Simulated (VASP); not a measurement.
# Li (R-3m) in VASP: notebook

Runs on Li. Level: PBEsol. Tasks: single point.

Everything below comes from runs of VASP 6.6.1. Logs are shortened: lines on timing, memory, paths and dates and some standing lists are left out, and cuts for length are marked.

## Step 1: The cell of the first run

It takes space group R-3m (No. 166, trigonal). The conventional cell has a = 3.101 Å, b = 3.101 Å, c = 22.765 Å, α = 90.00°, β = 90.00°, γ = 120.00°. Within 4.1 Å of Li (site symmetry -3m) lie 12 Li at 3.10 Å. Within 4.1 Å of Li (site symmetry 3m) lie 12 Li at 3.09 to 3.10 Å.

## Step 2: Single point, PBEsol

INCAR reads:

```
ALGO = Normal
EDIFF = 1E-7
ENCUT = 520
GGA = PS
ISIF = 2
ISMEAR = 0
LASPH = True
LCHARG = True
LELF = True
LREAL = False
LVHAR = True
LWAVE = False
NBANDS = 12
NELM = 100
PREC = Accurate
SIGMA = 0.1
```

KPOINTS reads:

```
k-points
0
Gamma
  6 6 6
```

POSCAR reads:

```
Li
1.0
    1.5504989657      0.8951809952      7.5883000000
   -1.5504989657      0.8951809952      7.5883000000
    0.0000000000     -1.7903619905      7.5883000000
Li
3
Direct
    0.0000000000      0.0000000000      0.0000000000
    0.2220000000      0.2220000000      0.2220000000
    0.7780000000      0.7780000000      0.7780000000
```

Potentials or basis: VASP PAW PBE potentials, release 64 (Li_sv).

Started as:

```sh
$ cat potpaw_PBE.64/Li_sv/POTCAR > POTCAR
$ mpirun -np 1 vasp_std > vasp.out
```

OUTCAR:

```text
EDIFF = 1E-7
   ENCUT = 520
   GGA = PS
   ISIF = 2
   ISMEAR = 0
   LASPH = True
   LREAL = False
   NELM = 100
   PREC = Accurate

 ion  position               nearest neighbor table
   1  0.000  0.000  0.000-
   2  0.222  0.222  0.222-
   3  0.778  0.778  0.778-

  LATTYP: Found a trigonal (rhomboedric) cell.
 ALAT       =     7.7966462628
 COS(alpha) =     0.9209034946

  Lattice vectors:

 A1 = (   1.5504989657,   0.8951809952,   7.5883000000)
 A2 = (  -1.5504989657,   0.8951809952,   7.5883000000)
 A3 = (   0.0000000000,  -1.7903619905,   7.5883000000)

Analysis of symmetry for initial positions (statically):
=====================================================================
 Subroutine PRICEL returns:
 Original cell was already a primitive cell.

 Routine SETGRP: Setting up the symmetry group for a
 trigonal (rhombohedral) supercell.

 Subroutine GETGRP returns: Found 12 space group operations
 (whereof 12 operations were pure point group operations)
 out of a pool of 12 trial point group operations.

The static configuration has the point symmetry D_3d.

Analysis of symmetry for dynamics (positions and initial velocities):
=====================================================================
 Subroutine PRICEL returns:
 Original cell was already a primitive cell.

 Routine SETGRP: Setting up the symmetry group for a
 trigonal (rhombohedral) supercell.

 Subroutine GETGRP returns: Found 12 space group operations
 (whereof 12 operations were pure point group operations)
 out of a pool of 12 trial point group operations.

The dynamic configuration has the point symmetry D_3d.

 Subroutine INISYM returns: Found 12 space group operations
 (whereof 12 operations are pure point group operations),
 and found     1 'primitive' translations

----------------------------------------------------------------------------------------

                                     Primitive cell

  volume of cell :      63.1943

  direct lattice vectors                    reciprocal lattice vectors
     1.550498966  0.895180995  7.588300000     0.322476836  0.186182088  0.043927274
    -1.550498966  0.895180995  7.588300000    -0.322476836  0.186182088  0.043927274
     0.000000000 -1.790361990  7.588300000     0.000000000 -0.372364176  0.043927274

  length of vectors
     7.796646263  7.796646263  7.796646263     0.374946242  0.374946242  0.374946242

  position of ions in fractional coordinates (direct lattice)
     0.000000000  0.000000000  0.000000000
     0.222000000  0.222000000  0.222000000
     0.778000000  0.778000000  0.778000000

  ion indices of the primitive-cell ions
   primitive index   ion index
                 1           1
                 2           2
                 3           3

----------------------------------------------------------------------------------------

 KPOINTS: k-points

Automatic generation of k-mesh.
 Grid dimensions read from file:
 generate k-points for:    6    6    6

 Generating k-lattice:

  Cartesian coordinates                     Fractional coordinates (reciprocal lattice)
     0.053746139  0.031030348  0.007321212     0.166666667  0.000000000  0.000000000
    -0.053746139  0.031030348  0.007321212     0.000000000  0.166666667  0.000000000
     0.000000000 -0.062060696  0.007321212    -0.000000000 -0.000000000  0.166666667

  Length of vectors
     0.062491040  0.062491040  0.062491040

  Shift w.r.t. Gamma in fractional coordinates (k-lattice)
     0.000000000  0.000000000  0.000000000

 Subroutine IBZKPT returns following result:
 ===========================================

 Found     32 irreducible k-points:

 Following reciprocal coordinates:
            Coordinates               Weight
  0.000000  0.000000  0.000000      1.000000
  0.166667  0.000000  0.000000      6.000000
  0.333333  0.000000  0.000000      6.000000
  0.500000 -0.000000  0.000000      3.000000
  0.166667  0.166667  0.000000      6.000000
  0.333333  0.166667  0.000000     12.000000
[... 16 lines left out ...]
  0.500000  0.500000  0.166667      6.000000
 -0.333333  0.500000  0.166667     12.000000
 [... further k-points ...]
   k-points           NKPTS =     32   k-points in BZ     NKDIM =     32   number of bands    NBANDS=     12
   number of dos      NEDOS =    301   number of ions     NIONS =      3
   total plane-waves  NPLWV = 216000
   dimension x,y,z NGX =    60 NGY =   60 NGZ =   60
   dimension x,y,z NGXF=   120 NGYF=  120 NGZF=  120
   ions per type =               3
   NGX,Y,Z   is equivalent  to a cutoff of  12.79, 12.79, 12.79 a.u.
   NGXF,Y,Z  is equivalent  to a cutoff of  25.59, 25.59, 25.59 a.u.
 SYSTEM =  unknown system
   PREC   = accura    normal or accurate (medium, high low for compatibility)
   ISTART =      0    job   : 0-new  1-cont  2-samecut
   ICHARG =      2    charge: 1-file 2-atom 10-const
   ISPIN  =      1    spin polarized calculation?
   LNONCOLLINEAR =      F non collinear calculations
   LSORBIT =      F    spin-orbit coupling
   LASPH  =      T    aspherical Exc in radial PAW
   ENCUT  =  520.0 eV  38.22 Ry    6.18 a.u.  14.50 14.50 14.50*2*pi/ulx,y,z
   NELM   =    100;   NELMIN=  2; NELMDL= -5     # of ELM steps
   EDIFF  = 0.1E-06   stopping-criterion for ELM
   LREAL  =      F    real-space projection
   EDIFFG = 0.1E-05   stopping-criterion for IOM
   NSW    =      0    number of steps for IOM
   IBRION =     -1    ionic relax: 0-MD 1-quasi-New 2-CG
   NFREE  =      0    steps in history (QN), initial steepest desc. (CG)
   ISIF   =      2    stress and relaxation
   ISYM   =      2    0-nonsym 1-usesym 2-fastsym
   POTIM  = 0.5000    time-step for ionic-motion
   TEBEG  =    0.0;   TEEND  =   0.0 temperature during run
   PSTRESS=    0.0 pullay stress
   NELECT =       9.0000    total number of electrons
   NUPDOWN=      -1.0000    fix difference up-down
   EMIN   =  10.00;   EMAX   =-10.00  energy-range for DOS
   EFERMI =   0.00;   METHOD = LEGACY
   ISMEAR =     0;   SIGMA  =   0.10  broadening in eV -4-tet -1-fermi 0-gaus
   EFERMI_NEDOS =   21; number of points for ismear=-14 and -15
   IALGO  =     38    algorithm
   IMIX   =      4    mixing-type and parameters
     AMIX     =   0.40;   BMIX     =  1.00
     AMIX_MAG =   1.60;   BMIX_MAG =  1.00
  volume/ion in A,a.u.               =      21.06       142.15
  Fermi-wavevector in a.u.,A,eV,Ry     =   0.854928  1.615580  9.944528  0.730902
  Thomas-Fermi vector in A             =   1.971600
   LORBIT       =      0    0 simple, 1 ext, 2 COOP (PROOUT), +10 PAW based schemes
   GGA     = PS    functional components
   LHFCALC =     F    Hartree Fock is set to
   AEXX    =    0.0000 exact exchange contribution
   IVDW    =     0    specifies the selected vdW correction
   LEPSILON=     F    determine dielectric tensor
   LRPA    =     F    only Hartree local field effects (RPA)
 non-spin polarized calculation
 Gauss-broadening in eV      SIGMA  =   0.10
  energy-cutoff  :      520.00
  volume of cell :       63.19
 maximum number of plane-waves:      1718
 NGX is ok and might be reduce to    60
   NGX = 29   NGY = 29   NGZ = 29

 number of electron       9.0000011 magnetization

 Free energy of the ion-electron system (eV)
  ---------------------------------------------------
  ext. energy  EPLUGINS =         0.00000000
  ---------------------------------------------------
  free energy    TOTEN  =        -5.86746283 eV

  energy without entropy =       -5.85832135  energy(sigma->0) =       -5.86289209

 E-fermi :   0.4544     XC(G=0):  -6.9245

 val. band max:        0.4310527937   @ k =  -0.3333   0.5000   0.1667
 cond. band min:       0.4679154240   @ k =   0.5000  -0.0000   0.0000
 fundamental gap:      0.0368626303
 Fermi energy:         0.4543809648

 k-point     1 :       0.0000    0.0000    0.0000
  band No.  band energies     occupation
      1     -45.4591      2.00000
      2     -45.4447      2.00000
      3     -45.4389      2.00000
      4      -2.9830      2.00000
      5      -1.0503      2.00000
      6      -1.0503      2.00000
      7       6.0536      0.00000
      8       6.0802      0.00000
      9      13.0055      0.00000
     10      13.0055      0.00000
     11      13.1407      0.00000
     12      13.1407      0.00000

 k-point     2 :       0.1667    0.0000    0.0000
  band No.  band energies     occupation
      1     -45.4559      2.00000
      2     -45.4420      2.00000
      3     -45.4366      2.00000
      4      -2.5421      2.00000
      5      -0.7970      2.00000
      6      -0.3732      2.00000
      7       5.8242      0.00000
      8       6.7764      0.00000
      9       9.7290      0.00000
     10      10.6863      0.00000
     11      11.2114      0.00000
     12      11.6812      0.00000

 k-point     3 :       0.3333    0.0000    0.0000
  band No.  band energies     occupation
      1     -45.4493      2.00000
      2     -45.4366      2.00000
      3     -45.4325      2.00000
      4      -1.2262      2.00000
      5       0.3046      1.96585
      6       1.1556      0.00000
      7       4.6878      0.00000
      8       6.0528      0.00000
      9       7.6700      0.00000
     10       8.0155      0.00000
     11       9.2482      0.00000
     12       9.7605      0.00000
[... 286 lines left out ...]
 k-point    23 :       0.5000    0.5000    0.1667
  band No.  band energies     occupation
      1     -45.4491      2.00000
      2     -45.4373      2.00000
      3     -45.4320      2.00000
      4      -0.9445      2.00000
      5      -0.5291      2.00000
      6       2.3989      0.00000
      7       3.8032      0.00000
      8       6.0011      0.00000
      9       6.6624      0.00000
     10       8.6863      0.00000
     11       9.2890      0.00000
     12      11.0334      0.00000

 k-point    24 :      -0.3333    0.5000    0.1667
  band No.  band energies     occupation
      1     -45.4460      2.00000
      2     -45.4336      2.00000
      3     -45.4307      2.00000
      4       0.4311      1.25853
      5       0.5786      0.07886
      6       2.7902      0.00000
      7       4.3860      0.00000
      8       4.8168      0.00000
      9       5.2690      0.00000
     10       6.2101      0.00000
     11       8.0164      0.00000
     12       8.7374      0.00000

 [... further k-points ...]

------------------------ aborting loop because EDIFF is reached ----------------------------------------

  FORCE on cell =-STRESS in cart. coord.  units (eV):
  Direction    XX          YY          ZZ          XY          YZ          ZX
  --------------------------------------------------------------------------------------
  -------------------------------------------------------------------------------------
  Total       -0.1541556     -0.1541556     -0.3283022      0.0000000      0.0000000      0.0000000
  in kB       -3.9083354     -3.9083354     -8.3235052      0.0000000      0.0000000      0.0000000
  external PRESSURE =      -5.3800587 kB  Pullay stress =       0.0000000 kB

 VOLUME and BASIS-vectors are now :
 -----------------------------------------------------------------------------
  energy-cutoff  :      520.00
  volume of cell :       63.19
      direct lattice vectors                 reciprocal lattice vectors
     1.550498966  0.895180995  7.588300000     0.322476836  0.186182088  0.043927274
    -1.550498966  0.895180995  7.588300000    -0.322476836  0.186182088  0.043927274
     0.000000000 -1.790361990  7.588300000     0.000000000 -0.372364176  0.043927274

 POSITION                                       TOTAL-FORCE (eV/Angst)
 -----------------------------------------------------------------------------------
      0.00000      0.00000      0.00000         0.000000      0.000000      0.000000
      0.00000     -0.00000      5.05381        -0.000000     -0.000000      0.006217
      0.00000     -0.00000     17.71109        -0.000000      0.000000     -0.006217
 -----------------------------------------------------------------------------------
    total drift:                               -0.000000     -0.000000      0.000000

  FREE ENERGIE OF THE ION-ELECTRON SYSTEM (eV)
  ---------------------------------------------------
  free  energy   TOTEN  =        -5.8674628335 eV

  energy  without entropy=       -5.8583213476  energy(sigma->0) =       -5.86289209
```

It took 2.5 min on 1 thread of Intel Xeon 6975P-C (Granite Rapids), shared host; peak memory 0.44 GiB.

What came out:

* Free energy: -5.8675 eV
* Largest force: 0.006 eV/Å
* Band gap on the k mesh: zero (an odd number of electrons rules out a gap without spin polarisation)

Forces in eV/Å, atoms in the order of the input:
```
Li   0.000  0.000  0.000
Li   0.000  0.000  0.006
Li   0.000  0.000 -0.006
```

Caveat: the k points lie up to 0.39 Å⁻¹ apart, too coarse for converged energies and pressures of a metal; the cutoff is under 1.25 times the usual one of these potentials, so pressure, stress and relaxed cells hold a basis-set (Pulay) error; the PAW data sets were made with another functional, which shifts forces and pressure a little.

## Step 3: Single point, PBEsol (strained and its atoms moved)

INCAR reads:

```
SYSTEM = Li
ALGO = Normal
EDIFF = 1E-6
ENCUT = 520
GGA = PS
ISIF = 2
ISMEAR = 0
LASPH = .TRUE.
LCHARG = .TRUE.
LELF = .TRUE.
LREAL = .FALSE.
LVHAR = .TRUE.
LWAVE = .FALSE.
NBANDS = 12
NELM = 100
PREC = Accurate
SIGMA = 0.1
```

KPOINTS reads:

```
k-points
0
G
  15 15 15
  0 0 0
```

POSCAR reads:

```
Li
1.0
    1.5884086654      0.9170681705      8.2291319350
   -1.5884086654      0.9170681705      8.2291319350
    0.0000000000     -1.8341363412      8.2291319350
Li
3
Direct
    0.0000000000      0.0000000000      0.0000000000
    0.2273799704      0.2273799704      0.2273799704
    0.7726200296      0.7726200296      0.7726200296
```

Potentials or basis: VASP PAW PBE potentials, release 64 (Li_sv).

Started as:

```sh
$ cat potpaw_PBE.64/Li_sv/POTCAR > POTCAR
$ mpirun -np 1 vasp_std > vasp.out
```

It took 29 min on 1 thread of Intel Xeon 6975P-C (Granite Rapids), shared host; peak memory 0.66 GiB.

The run converged. Its results:

* Free energy: -5.8115 eV
* Largest force: 0.126 eV/Å
* Band gap on the k mesh: zero (an odd number of electrons rules out a gap without spin polarisation)

Forces in eV/Å, atoms in the order of the input:
```
Li   0.000  0.000  0.000
Li   0.000  0.000 -0.126
Li   0.000  0.000  0.126
```

Levels at points of the mesh, in eV from the Fermi level:
```tsv
k point	band 1	band 2	band 3	band 4	band 5	band 6	band 7	band 8	band 9	band 10
(0.00, 0.00, 0.00)	-46.27	-46.27	-46.13	-3.35	-1.68	-1.58	4.09	4.70	11.94	11.94
```

Caveat: the cell differs from its parent crystal (strained and its atoms moved); the cutoff is under 1.25 times the usual one of these potentials, so pressure, stress and relaxed cells hold a basis-set (Pulay) error; the PAW data sets were made with another functional, which shifts forces and pressure a little.
